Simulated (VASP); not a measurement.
Crystal: Rb.

```
Rb
1.0
     5.08821    0.00000    0.00000
    -2.54410    4.40652    0.00000
     0.00000    0.00000    8.44206
Rb
2
Direct
  0.33333 0.66667 0.25000
  0.66667 0.33333 0.75000
```

```yaml
Program: VASP 6.6.1
Task: relaxation of cell and atoms
Functional: PBEsol
Potentials_or_basis: VASP PAW PBE potentials, release 64 (Rb_sv)
Cutoff: 600 eV
k_mesh: 9 × 9 × 6
Occupations: gaussian, width 0.1 eV
Spin: no spin polarisation
```

At the start: pressure -0.2 GPa; volume 94.64 Å³/atom.

Problem. How do energy, volume and symmetry change on relaxing?

Solution. Over 8 steps the energy falls by 6.0 meV/atom and the volume is 86.40 Å³/atom (-8.7 %); space group P6_3/mmc (No. 194, to 0.05 Å).

Step by step:
| step | energy change (eV) | largest force (eV/Å) | pressure (GPa) | volume (Å³) |
| --- | --- | --- | --- | --- |
| 1 | 0.0000 | 0.0000 | -0.22 | 189.28 |
| 2 | -0.0045 | 0.0000 | -0.16 | 185.69 |
| 3 | -0.0073 | 0.0000 | -0.08 | 182.88 |
| 4 | -0.0111 | 0.0000 | -0.04 | 177.34 |
| 5 | -0.0096 | 0.0000 | 0.12 | 166.60 |
| 6 | -0.0119 | 0.0000 | -0.03 | 174.39 |
| 7 | -0.0114 | 0.0000 | 0.06 | 169.72 |
| 8 | -0.0120 | 0.0000 | 0.00 | 172.79 |

Final structure:
```
Rb
1.0
     4.93389    0.00000    0.00000
    -2.46695    4.27288    0.00000
     0.00000    0.00000    8.19635
Rb
2
Cartesian
  0.0000 2.8486 2.0491
  2.4669 1.4243 6.1473
```

Caveat: the PAW data sets were made with another functional, which shifts forces and pressure a little.
